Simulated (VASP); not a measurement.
Write the native input for VASP 6.6.1 that does the following.

```
Task                   : single point
Functional             : r2SCAN
Dispersion             : D3(BJ)
Potentials or basis    : VASP PAW PBE potentials, release 64 (O, H, Li_sv)
Cutoff                 : 720 eV
k mesh                 : 1 × 1 × 1
Occupations            : fermi-dirac, width 0.05 eV
Spin                   : no spin polarisation
Dipole correction      : no
Further INCAR settings : ALGO = Normal; EDIFF = 1e-06; NBANDS = 56
```

System: LiH17O9.

```
O H Li
1.0
     6.57314    0.00000    0.00000
     0.00000    6.57314    0.00000
     0.00000    0.00000    6.57314
O H Li
9 17 1
Direct
  0.80347 0.42943 0.98858
  0.17229 0.36082 0.50913
  0.42771 0.75252 0.88058
  0.69005 0.69545 0.44119
  0.88200 0.16038 0.30625
  0.01538 0.78244 0.71605
  0.61582 0.18004 0.62781
  0.40392 0.41571 0.12925
  0.89860 0.80764 0.11676
  0.87028 0.56945 0.01928
  0.82925 0.33512 0.09893
  0.28291 0.31309 0.60399
  0.24967 0.40201 0.37923
  0.28023 0.75921 0.83434
  0.42631 0.64476 0.99062
  0.58439 0.62013 0.37217
  0.76569 0.76231 0.31413
  0.99538 0.20222 0.39521
  0.91959 0.02475 0.23295
  0.97694 0.63954 0.72752
  0.00828 0.84707 0.84991
  0.69483 0.21929 0.51230
  0.67046 0.26846 0.73446
  0.54858 0.40988 0.06011
  0.32158 0.32128 0.05796
  0.03752 0.79130 0.17244
  0.60015 0.88296 0.65798
```

These files were run (other wordings do the same):

POSCAR

```
LiH17O9
1.0
    6.5731380000      0.0000000000      0.0000000000
    0.0000000000      6.5731380000      0.0000000000
    0.0000000000      0.0000000000      6.5731380000
O H Li
9 17 1
Direct
    0.8034670807      0.4294295966      0.9885841435
    0.1722921381      0.3608170101      0.5091327765
    0.4277104786      0.7525172908      0.8805839768
    0.6900509315      0.6954517005      0.4411895810
    0.8819988261      0.1603800194      0.3062464229
    0.0153807816      0.7824421152      0.7160506899
    0.6158245879      0.1800357759      0.6278127737
    0.4039166681      0.4157070793      0.1292533338
   -0.1013975365      0.8076355616      0.1167631046
    0.8702844821      0.5694540416      1.0192848530
    0.8292538511      0.3351215203      1.0989271791
    0.2829090155      0.3130924682      0.6039885364
    0.2496676625      0.4020149889      0.3792252650
    0.2802314511      0.7592112017      0.8343351380
    0.4263108427      0.6447605390      0.9906227437
    0.5843936336      0.6201299897      0.3721662317
    0.7656921245      0.7623147422      0.3141269817
    0.9953845484      0.2022169624      0.3952145840
    0.9195912211      0.0247522568      0.2329480988
   -0.0230635657      0.6395423312      0.7275216191
    0.0082761080      0.8470687821      0.8499136942
    0.6948279498      0.2192864352      0.5122971707
    0.6704560288      0.2684562533      0.7344589449
    0.5485812104      0.4098803342      0.0601082771
    0.3215815642      0.3212772956      0.0579631829
    0.0375163278      0.7912963337      0.1724442724
    0.6001547510      0.8829572725      0.6579810130
```

INCAR.step1

```
SYSTEM = LiH17O9
ALGO = Normal
EDIFF = 1E-5
ENCUT = 720
GGA = PE
GGA_COMPAT = .FALSE.
ISMEAR = -1
LASPH = .TRUE.
LCHARG = .FALSE.
LREAL = .FALSE.
LWAVE = .TRUE.
NBANDS = 56
NELM = 120
PREC = Accurate
SIGMA = 0.05
```

INCAR.step2

```
SYSTEM = LiH17O9
ALGO = Normal
EDIFF = 1E-6
ENCUT = 720
GGA_COMPAT = .FALSE.
ISIF = 2
ISMEAR = -1
ISTART = 1
IVDW = 12
LASPH = .TRUE.
LCHARG = .FALSE.
LMIXTAU = .TRUE.
LREAL = .FALSE.
LWAVE = .FALSE.
METAGGA = R2SCAN
NBANDS = 56
NELM = 120
PREC = Accurate
SIGMA = 0.05
VDW_A1 = 0.49484001
VDW_A2 = 5.73083694
VDW_S6 = 1.0
VDW_S8 = 0.78981345
```

KPOINTS

```
k-points
0
G
  1 1 1
  0 0 0
```

Potentials or basis: VASP PAW PBE potentials, release 64 (O, H, Li_sv).

Launch:

```bash
$ cat potpaw_PBE.64/O/POTCAR potpaw_PBE.64/H/POTCAR potpaw_PBE.64/Li_sv/POTCAR > POTCAR
$ cp INCAR.step1 INCAR
$ mpirun -np 1 vasp_gam > vasp.out
$ cp INCAR.step2 INCAR
$ mpirun -np 1 vasp_gam > vasp.out
```

It gave:

```
Pressure                   : -3.7 GPa
Largest force              : 2.454 eV/Å
Dispersion energy per atom : -0.018 eV
```

Caveat: the k points lie up to 0.96 Å⁻¹ apart; the atoms stand as in a frame of molecular dynamics; the PAW data sets were made with another functional, which shifts forces and pressure a little.

Run time: 3.1 min on 1 thread of Intel(R) Xeon(R) Platinum 8259CL CPU @ 2.50GHz (Skylake/Cascade Lake) (shared host), peak memory 0.53 GiB.
